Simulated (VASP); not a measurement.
# ZnO (P6_3mc) in VASP: a series of runs, part 2 of 2

VASP 6.6.1. Earlier steps stand in the parts before.

**4. Single point, r2SCAN (strain +0.080 along x and y, -0.080 along z)**

Input file POSCAR:

```
ZnO
1.0
    3.4940166523      0.0000000000      0.0000000000
   -1.7470083261      3.0259071821      0.0000000000
    0.0000000000      0.0000000000      4.7945027449
Zn O
2 2
Direct
    0.3333333333      0.6666666667      0.0012360734
    0.6666666667      0.3333333333      0.5012360734
    0.3333333333      0.6666666667      0.3808639266
    0.6666666667      0.3333333333      0.8808639266
```

Input file INCAR.step1:

```
PREC     = Accurate       # precision mode
ENCUT    = 520            # plane-wave cutoff, eV
ISMEAR   = 0              # smearing method
SIGMA    = 0.05           # smearing width, eV
LREAL    = False          # projectors in reciprocal space
LASPH    = True           # aspherical terms in the spheres
NELM     = 60             # most SCF steps
NBANDS   = 26             # bands
GGA      = PE             # functional
ALGO     = Normal         # electronic algorithm
EDIFF    = 1E-4           # SCF threshold, eV
LWAVE    = True           # write WAVECAR
LCHARG   = False          # write CHGCAR
```

Input file INCAR.step2:

```
PREC     = Accurate       # precision mode
ENCUT    = 520            # plane-wave cutoff, eV
EDIFF    = 1E-6           # SCF threshold, eV
ISMEAR   = 0              # smearing method
SIGMA    = 0.05           # smearing width, eV
LREAL    = False          # projectors in reciprocal space
LASPH    = True           # aspherical terms in the spheres
NELM     = 60             # most SCF steps
ALGO     = Normal         # electronic algorithm
ISIF     = 2              # what is computed and relaxed
LWAVE    = False          # write WAVECAR
LCHARG   = False          # write CHGCAR
METAGGA  = R2SCAN         # meta-GGA
LMIXTAU  = True         
NBANDS   = 26             # bands
ISTART   = 1
```

Input file KPOINTS:

```
Automatic mesh
0
Gamma
  12 12 6
```

Potentials or basis: VASP PAW PBE potentials, release 64 (Zn, O).

On the command line:

```console
$ cat potpaw_PBE.64/Zn/POTCAR potpaw_PBE.64/O/POTCAR > POTCAR
$ cp INCAR.step1 INCAR
$ mpirun -np 1 vasp_std > vasp.out
$ cp INCAR.step2 INCAR
$ mpirun -np 1 vasp_std > vasp.out
```

OUTCAR:

```text
PREC = Accurate
   ENCUT = 520
   EDIFF = 1E-6
   ISMEAR = 0
   LREAL = False
   LASPH = True
   NELM = 60
   ISIF = 2
   METAGGA = R2SCAN
   ISTART = 1

 ion  position               nearest neighbor table
   1  0.333  0.667  0.001-   3 1.82   4 2.10   4 2.10   4 2.10
   2  0.667  0.333  0.501-   4 1.82   3 2.10   3 2.10   3 2.10
   3  0.333  0.667  0.381-   1 1.82   2 2.10   2 2.10   2 2.10
   4  0.667  0.333  0.881-   2 1.82   1 2.10   1 2.10   1 2.10

  LATTYP: Found a hexagonal cell.
 ALAT       =     3.4940166523
 C/A-ratio  =     1.3722037477

  Lattice vectors:

 A1 = (   3.4940166523,   0.0000000000,   0.0000000000)
 A2 = (  -1.7470083261,   3.0259071821,   0.0000000000)
 A3 = (   0.0000000000,   0.0000000000,   4.7945027449)

Analysis of symmetry for initial positions (statically):
=====================================================================
 Subroutine PRICEL returns:
 Original cell was already a primitive cell.

[... 167 lines left out ...]

 Free energy of the ion-electron system (eV)
  ---------------------------------------------------
  ext. energy  EPLUGINS =         0.00000000
  ---------------------------------------------------
  free energy    TOTEN  =       -35.65432682 eV

  energy without entropy =      -35.65432682  energy(sigma->0) =      -35.65432682

 E-fermi :   0.5621     XC(G=0): -11.2767

 val. band max:        0.3211181598   @ k =   0.0000   0.0000   0.0000
 cond. band min:       1.4290432527   @ k =   0.0000   0.0000   0.0000
 fundamental gap:      1.1079250929
 Fermi energy:         0.5621445977

 k-point     1 :       0.0000    0.0000    0.0000
  band No.  band energies     occupation
      1     -18.3736      2.00000
      2     -17.5663      2.00000
      3      -5.2758      2.00000
      4      -5.2114      2.00000
      5      -5.2114      2.00000
      6      -4.9373      2.00000
[... 685 lines left out ...]
     25      13.6912      0.00000
     26      13.9917      0.00000

 [... further k-points ...]
[... 5 lines left out ...]
  --------------------------------------------------------------------------------------
  -------------------------------------------------------------------------------------
  Total       -4.7575585     -4.7575585      6.6811904     -0.0000000      0.0000000      0.0000000
  in kB     -150.3732465   -150.3732465    211.1739221     -0.0000000      0.0000000      0.0000000
  external PRESSURE =     -29.8575236 kB  Pullay stress =       0.0000000 kB

 VOLUME and BASIS-vectors are now :
 -----------------------------------------------------------------------------
  energy-cutoff  :      520.00
  volume of cell :       50.69
      direct lattice vectors                 reciprocal lattice vectors
     3.494016652  0.000000000  0.000000000     0.286203559  0.165239702  0.000000000
    -1.747008326  3.025907182  0.000000000     0.000000000  0.330479403  0.000000000
     0.000000000  0.000000000  4.794502745     0.000000000  0.000000000  0.208572203

 POSITION                                       TOTAL-FORCE (eV/Angst)
 -----------------------------------------------------------------------------------
     -0.00000      2.01727      0.00593        -0.000000      0.000000     -2.028639
      1.74701      1.00864      2.40318         0.000000     -0.000000     -2.028639
     -0.00000      2.01727      1.82605         0.000000     -0.000000      2.028639
      1.74701      1.00864      4.22330        -0.000000      0.000000      2.028639
 -----------------------------------------------------------------------------------
    total drift:                               -0.000000      0.000000     -0.068668

  FREE ENERGIE OF THE ION-ELECTRON SYSTEM (eV)
  ---------------------------------------------------
  free  energy   TOTEN  =       -35.6543268220 eV

  energy  without entropy=      -35.6543268220  energy(sigma->0) =      -35.65432682
```

OSZICAR.step1:

```text
N       E                     dE             d eps       ncg     rms          rms(c)
DAV:   1     0.298373940148E+03    0.29837E+03   -0.18218E+04  3984   0.198E+03
DAV:   2     0.119275293114E+02   -0.28645E+03   -0.26799E+03  4220   0.407E+02
DAV:   3    -0.200442234389E+02   -0.31972E+02   -0.31549E+02  4288   0.139E+02
DAV:   4    -0.206942511890E+02   -0.65003E+00   -0.64861E+00  4360   0.203E+01
DAV:   5    -0.206974951183E+02   -0.32439E-02   -0.32438E-02  4232   0.148E+00    0.147E+01
DAV:   6    -0.171064168318E+02    0.35911E+01   -0.69535E+00  6362   0.654E+01    0.878E+00
DAV:   7    -0.173228597828E+02   -0.21644E+00   -0.31783E+00  4056   0.178E+01    0.531E+00
DAV:   8    -0.173309420830E+02   -0.80823E-02   -0.56913E-01  5236   0.747E+00    0.173E+00
DAV:   9    -0.172751305284E+02    0.55812E-01   -0.11563E-01  5632   0.674E+00    0.316E-01
DAV:  10    -0.172775379737E+02   -0.24074E-02   -0.35549E-02  4024   0.145E+00    0.116E-01
DAV:  11    -0.172777745467E+02   -0.23657E-03   -0.93518E-04  4308   0.670E-01    0.686E-02
DAV:  12    -0.172777550994E+02    0.19447E-04   -0.30378E-04  3902   0.530E-01
   1 F= -.17277755E+02 E0= -.17277755E+02  d E =-.408953E-11
```

Run time: 3.1 min. Hardware: 1 thread of Intel Xeon 6975P-C (Granite Rapids), shared host; peak memory 0.23 GiB.

What came out:

```
Free energy            : -35.6543 eV
Pressure               : -3.0 GPa
Largest force          : 2.029 eV/Å
Band gap on the k mesh : 1.11 eV
```

Forces on the atoms (eV/Å):
```
Zn   0.000  0.000 -2.029
Zn   0.000  0.000 -2.029
O    0.000  0.000  2.029
O    0.000  0.000  2.029
```

Stress tensor (GPa, compression positive):
```
-15.04   0.00   0.00
  0.00 -15.04   0.00
  0.00   0.00  21.12
```

Caveat: the cell differs from its parent crystal (strain +0.080 along x and y, -0.080 along z); the PAW data sets were made with another functional, which shifts forces and pressure a little.

**5. The runs side by side**

```tsv
cell	gap on the mesh (eV)	pressure (GPa)	largest force (eV/Å)
a = 3.106, b = 3.106, c = 5.628 Å, angles 90.0, 90.0, 120.0°, 4 atoms	0.96	4.8	0.77
a = 3.235, b = 3.235, c = 5.420 Å, angles 90.0, 90.0, 120.0°, 4 atoms	1.11	-4.1	0.25
a = 3.494, b = 3.494, c = 4.795 Å, angles 90.0, 90.0, 120.0°, 4 atoms	1.11	-3.0	2.03
```

Alike in all rows: task single point; level r2SCAN; potentials or basis VASP PAW PBE potentials, release 64 (Zn, O); no spin polarisation; k mesh 12 × 12 × 6; cutoff (eV) 520; smearing gaussian 0.05 eV.

Caveats: the PAW data sets were made with another functional, which shifts forces and pressure a little; the cell stands under pressure (at least some runs); the cell stands under tension (at least some runs).

Total energies depend on the potentials used, so only differences within one code and one set of settings carry meaning.
